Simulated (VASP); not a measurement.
# Fe (Im-3m) in VASP: single point with PBEsol

Aim: the single point of Fe with PBEsol.

All numbers are computed with VASP 6.6.1; they aren't measurements. Logs are shortened: lines on timing, memory, paths and dates and some standing lists are left out, and cuts for length are marked.

## Step 1: The cell of the first run

It takes space group Im-3m (No. 229, cubic). Conventional cell: a = 2.786 Å, b = 2.786 Å, c = 2.786 Å, α = 90.00°, β = 90.00°, γ = 90.00°. Fe (site symmetry m-3m) has 14 Fe at 2.41 to 2.79 Å within 3.2 Å.

## Step 2: Single point, PBEsol, collinear spin, ferromagnetic start

File INCAR:

```
SYSTEM = Fe
  ALGO = Normal
  EDIFF = 1E-6
  ENCUT = 600
  GGA = PS
  GGA_COMPAT = .FALSE.
  ISIF = 2
  ISMEAR = 0
  ISPIN = 2
  LASPH = .TRUE.
  LCHARG = .TRUE.
  LELF = .TRUE.
  LMAXMIX = 4
  LORBIT = 11
  LREAL = .FALSE.
  LVHAR = .TRUE.
  LWAVE = .FALSE.
  MAGMOM = 2.32
  NBANDS = 14
  NELM = 200
  PREC = Accurate
  SIGMA = 0.1
```

File KPOINTS:

```
k-points
0
G
  8 8 8
  0 0 0
```

File POSCAR:

```
Fe
1.0
   -1.3927846119      1.3927846119      1.3927846119
    1.3927846119     -1.3927846119      1.3927846119
    1.3927846119      1.3927846119     -1.3927846119
Fe
1
Direct
    0.0000000000      0.0000000000      0.0000000000
```

Potentials or basis: VASP PAW PBE potentials, release 64 (Fe).

On the command line:

```sh
> cat potpaw_PBE.64/Fe/POTCAR > POTCAR
> mpirun -np 1 vasp_std > vasp.out
```

OUTCAR:

```text
SYSTEM = Fe
   EDIFF = 1E-6
   ENCUT = 600
   GGA = PS
   ISIF = 2
   ISMEAR = 0
   ISPIN = 2
   LASPH = .TRUE.
   LORBIT = 11
   LREAL = .FALSE.
   NELM = 200
   PREC = Accurate

 ion  position               nearest neighbor table
   1  0.000  0.000  0.000-

  LATTYP: Found a body centered cubic cell.
 ALAT       =     2.7855692238

  Lattice vectors:

 A1 = (  -1.3927846119,   1.3927846119,   1.3927846119)
 A2 = (   1.3927846119,  -1.3927846119,   1.3927846119)
 A3 = (   1.3927846119,   1.3927846119,  -1.3927846119)

Analysis of symmetry for initial positions (statically):
=====================================================================
 Subroutine PRICEL returns:
 Original cell was already a primitive cell.

 Routine SETGRP: Setting up the symmetry group for a
 body centered cubic supercell.

 Subroutine GETGRP returns: Found 48 space group operations
 (whereof 48 operations were pure point group operations)
 out of a pool of 48 trial point group operations.

The static configuration has the point symmetry O_h .

Analysis of symmetry for dynamics (positions and initial velocities):
=====================================================================
 Subroutine PRICEL returns:
 Original cell was already a primitive cell.

 Routine SETGRP: Setting up the symmetry group for a
 body centered cubic supercell.

 Subroutine GETGRP returns: Found 48 space group operations
 (whereof 48 operations were pure point group operations)
 out of a pool of 48 trial point group operations.

The dynamic configuration has the point symmetry O_h .

Analysis of structural, dynamic, and magnetic symmetry:
=====================================================================
 Subroutine PRICEL returns:
 Original cell was already a primitive cell.

 Routine SETGRP: Setting up the symmetry group for a
 body centered cubic supercell.

 Subroutine GETGRP returns: Found 48 space group operations
 (whereof 48 operations were pure point group operations)
 out of a pool of 48 trial point group operations.

The overall configuration has the point symmetry O_h .

 Subroutine INISYM returns: Found 48 space group operations
 (whereof 48 operations are pure point group operations),
 and found     1 'primitive' translations

----------------------------------------------------------------------------------------

                                     Primitive cell

  volume of cell :      10.8072

  direct lattice vectors                    reciprocal lattice vectors
    -1.392784612  1.392784612  1.392784612     0.000000000  0.358993053  0.358993053
     1.392784612 -1.392784612  1.392784612     0.358993053  0.000000000  0.358993053
     1.392784612  1.392784612 -1.392784612     0.358993053  0.358993053  0.000000000

  length of vectors
     2.412373712  2.412373712  2.412373712     0.507692844  0.507692844  0.507692844

  position of ions in fractional coordinates (direct lattice)
     0.000000000  0.000000000  0.000000000

  ion indices of the primitive-cell ions
   primitive index   ion index
                 1           1

----------------------------------------------------------------------------------------

 KPOINTS: k-points

Automatic generation of k-mesh.
 Grid dimensions read from file:
 generate k-points for:    8    8    8

 Generating k-lattice:

  Cartesian coordinates                     Fractional coordinates (reciprocal lattice)
     0.000000000  0.044874132  0.044874132     0.125000000  0.000000000  0.000000000
     0.044874132  0.000000000  0.044874132     0.000000000  0.125000000  0.000000000
     0.044874132  0.044874132  0.000000000     0.000000000  0.000000000  0.125000000

  Length of vectors
     0.063461606  0.063461606  0.063461606

  Shift w.r.t. Gamma in fractional coordinates (k-lattice)
     0.000000000  0.000000000  0.000000000

 Subroutine IBZKPT returns following result:
 ===========================================

 Found     29 irreducible k-points:

 Following reciprocal coordinates:
            Coordinates               Weight
  0.000000  0.000000  0.000000      1.000000
  0.125000  0.000000  0.000000     12.000000
  0.250000  0.000000  0.000000     12.000000
  0.375000  0.000000  0.000000     12.000000
  0.500000  0.000000  0.000000      6.000000
  0.125000  0.125000  0.000000     24.000000
[... 16 lines left out ...]
 -0.250000  0.250000  0.250000      6.000000
 -0.375000  0.375000  0.250000     24.000000
 [... further k-points ...]
   k-points           NKPTS =     29   k-points in BZ     NKDIM =     29   number of bands    NBANDS=     14
   number of dos      NEDOS =    301   number of ions     NIONS =      1
   total plane-waves  NPLWV =   8000
   dimension x,y,z NGX =    20 NGY =   20 NGZ =   20
   dimension x,y,z NGXF=    40 NGYF=   40 NGZF=   40
   ions per type =               1
   NGX,Y,Z   is equivalent  to a cutoff of  13.78, 13.78, 13.78 a.u.
   NGXF,Y,Z  is equivalent  to a cutoff of  27.57, 27.57, 27.57 a.u.
 SYSTEM =  Fe
   PREC   = accura    normal or accurate (medium, high low for compatibility)
   ISTART =      0    job   : 0-new  1-cont  2-samecut
   ICHARG =      2    charge: 1-file 2-atom 10-const
   ISPIN  =      2    spin polarized calculation?
   LNONCOLLINEAR =      F non collinear calculations
   LSORBIT =      F    spin-orbit coupling
   LASPH  =      T    aspherical Exc in radial PAW
   ENCUT  =  600.0 eV  44.10 Ry    6.64 a.u.   4.82  4.82  4.82*2*pi/ulx,y,z
   NELM   =    200;   NELMIN=  2; NELMDL= -5     # of ELM steps
   EDIFF  = 0.1E-05   stopping-criterion for ELM
   LREAL  =      F    real-space projection
   EDIFFG = 0.1E-04   stopping-criterion for IOM
   NSW    =      0    number of steps for IOM
   IBRION =     -1    ionic relax: 0-MD 1-quasi-New 2-CG
   NFREE  =      0    steps in history (QN), initial steepest desc. (CG)
   ISIF   =      2    stress and relaxation
   ISYM   =      2    0-nonsym 1-usesym 2-fastsym
   POTIM  = 0.5000    time-step for ionic-motion
   TEBEG  =    0.0;   TEEND  =   0.0 temperature during run
   PSTRESS=    0.0 pullay stress
   NELECT =       8.0000    total number of electrons
   NUPDOWN=      -1.0000    fix difference up-down
   EMIN   =  10.00;   EMAX   =-10.00  energy-range for DOS
   EFERMI =   0.00;   METHOD = LEGACY
   ISMEAR =     0;   SIGMA  =   0.10  broadening in eV -4-tet -1-fermi 0-gaus
   EFERMI_NEDOS =   21; number of points for ismear=-14 and -15
   IALGO  =     38    algorithm
   IMIX   =      4    mixing-type and parameters
     AMIX     =   0.40;   BMIX     =  1.00
     AMIX_MAG =   1.60;   BMIX_MAG =  1.00
  volume/ion in A,a.u.               =      10.81        72.93
  Fermi-wavevector in a.u.,A,eV,Ry     =   1.480929  2.798550 29.839622  2.193150
  Thomas-Fermi vector in A             =   2.594902
   LORBIT       =     11    0 simple, 1 ext, 2 COOP (PROOUT), +10 PAW based schemes
   GGA     = PS    functional components
   LHFCALC =     F    Hartree Fock is set to
   AEXX    =    0.0000 exact exchange contribution
   IVDW    =     0    specifies the selected vdW correction
   LEPSILON=     F    determine dielectric tensor
   LRPA    =     F    only Hartree local field effects (RPA)
 spin polarized calculation
 Gauss-broadening in eV      SIGMA  =   0.10
  energy-cutoff  :      600.00
  volume of cell :       10.81
 maximum number of plane-waves:       372
   NGX =  9   NGY =  9   NGZ =  9

 number of electron       8.0000000 magnetization       2.0002683

 Free energy of the ion-electron system (eV)
  ---------------------------------------------------
  ext. energy  EPLUGINS =         0.00000000
  ---------------------------------------------------
  free energy    TOTEN  =        -8.90967534 eV

  energy without entropy =       -8.90358126  energy(sigma->0) =       -8.90662830

 E-fermi :   6.2386     XC(G=0): -13.5662

 val. band max:        6.2054392989   @ k =  -0.3750   0.5000   0.1250
 cond. band min:       6.2649477236   @ k =   0.3750   0.0000   0.0000
 fundamental gap:      0.0595084248
 Fermi energy:         6.2386037131

 spin component 1

 k-point     1 :       0.0000    0.0000    0.0000
  band No.  band energies     occupation
      1      -2.6081      1.00000
      2       3.8430      1.00000
      3       3.8430      1.00000
      4       3.8430      1.00000
      5       5.1818      1.00000
      6       5.1818      1.00000
      7      31.6255      0.00000
      8      31.6255      0.00000
      9      31.6255      0.00000
     10      37.0516      0.00000
     11      37.0516      0.00000
     12      39.6494      0.00000
     13      39.6494      0.00000
     14      39.6494      0.00000
[... 375 lines left out ...]
 k-point    24 :      -0.3750    0.3750    0.2500
  band No.  band energies     occupation
      1       1.8418      1.00000
      2       2.3794      1.00000
      3       4.3304      1.00000
      4       4.7961      1.00000
      5       6.0651      0.99294
      6       8.7035      0.00000
      7      18.4639      0.00000
      8      21.4734      0.00000
      9      24.1435      0.00000
     10      27.7535      0.00000
     11      37.9245      0.00000
     12      39.7227      0.00000
     13      42.8645      0.00000
     14      47.6036      0.00000

 [... further k-points ...]

 spin component 2

 k-point     1 :       0.0000    0.0000    0.0000
  band No.  band energies     occupation
      1      -2.3793      1.00000
      2       5.5664      1.00000
      3       5.5665      1.00000
      4       5.5665      1.00000
      5       7.6903      0.00000
      6       7.6904      0.00000
      7      31.5240      0.00000
      8      31.5240      0.00000
      9      31.5240      0.00000
     10      37.3595      0.00000
     11      37.3595      0.00000
     12      40.2959      0.00000
     13      40.2959      0.00000
     14      40.2959      0.00000
[... 375 lines left out ...]
 k-point    24 :      -0.3750    0.3750    0.2500
  band No.  band energies     occupation
      1       3.0415      1.00000
      2       4.1609      1.00000
      3       6.0023      0.99958
      4       6.5857      0.00000
      5       7.9893      0.00000
      6      10.1567      0.00000
      7      19.2682      0.00000
      8      22.0621      0.00000
      9      24.8418      0.00000
     10      28.2627      0.00000
     11      38.6433      0.00000
     12      40.1696      0.00000
     13      43.3667      0.00000
     14      48.0462      0.00000

 [... further k-points ...]
[... 5 lines left out ...]
  --------------------------------------------------------------------------------------
  -------------------------------------------------------------------------------------
  Total       -0.1023621     -0.1023621     -0.1023621     -0.0000000      0.0000000      0.0000000
  in kB      -15.1753246    -15.1753246    -15.1753246     -0.0000000      0.0000000      0.0000000
  external PRESSURE =     -15.1753246 kB  Pullay stress =       0.0000000 kB

 VOLUME and BASIS-vectors are now :
 -----------------------------------------------------------------------------
  energy-cutoff  :      600.00
  volume of cell :       10.81
      direct lattice vectors                 reciprocal lattice vectors
    -1.392784612  1.392784612  1.392784612     0.000000000  0.358993053  0.358993053
     1.392784612 -1.392784612  1.392784612     0.358993053  0.000000000  0.358993053
     1.392784612  1.392784612 -1.392784612     0.358993053  0.358993053  0.000000000

 POSITION                                       TOTAL-FORCE (eV/Angst)
 -----------------------------------------------------------------------------------
      0.00000      0.00000      0.00000        -0.000000     -0.000000      0.000000
 -----------------------------------------------------------------------------------
    total drift:                                0.000000     -0.000000      0.000000

  FREE ENERGIE OF THE ION-ELECTRON SYSTEM (eV)
  ---------------------------------------------------
  free  energy   TOTEN  =        -8.9096753429 eV

  energy  without entropy=       -8.9035812567  energy(sigma->0) =       -8.90662830

 total charge

# of ion       s       p       d       tot
------------------------------------------
    1        0.510   0.588   6.285   7.383

 magnetization (x)

# of ion       s       p       d       tot
------------------------------------------
    1       -0.015  -0.056   2.056   1.985
```

Wall time 8.8 s (1 thread of Intel Xeon Platinum 8488C (Sapphire Rapids), shared host); peak memory 0.13 GiB.

What came out:

```yaml
Free_energy: -8.9097 eV
Pressure: -1.5 GPa
Band_gap_on_the_k_mesh: zero (filled and empty bands overlap)
Net_moment: 2.00 μB per cell
Site_moments: Fe +1.99 μB
Valence_electrons_inside_the_program's_atomic_spheres: Fe 7.38
```

Caveat: the k points lie up to 0.40 Å⁻¹ apart; the PAW data sets were made with another functional, which shifts forces and pressure a little.
